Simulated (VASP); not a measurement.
Runs of VASP 6.6.1 on BAs. The structure is that of space group F-43m (No. 216), or close to it. The cells are those of the table. 

```tsv
cell	gap on the mesh (eV)	pressure (GPa)
a = 3.412, b = 3.412, c = 3.445 Å, angles 59.7, 59.7, 60.7°, 2 atoms	0.94	-1.9
a = 3.395, b = 3.395, c = 3.412 Å, angles 59.8, 59.8, 60.3°, 2 atoms	(a)	0.6
a = 3.378 Å, angles 60.0°, 2 atoms	1.19	3.4
a = 3.429, b = 3.429, c = 3.479 Å, angles 59.5, 59.5, 61.0°, 2 atoms	0.82	-4.2
a = 3.361, b = 3.361, c = 3.344 Å, angles 60.2, 60.2, 59.7°, 2 atoms	(b)	6.5
```

Alike in all rows: task single point; level PBE; potentials or basis VASP PAW PBE potentials, release 64 (B, As); no spin polarisation; k mesh 8 × 8 × 8; cutoff (eV) 520; smearing gaussian 0.02 eV.

Q: Fill in the values left out.

A: (a) 1.06; (b) 1.09.

A k mesh can miss the band edges, and the runs leave out spin-orbit coupling on As.
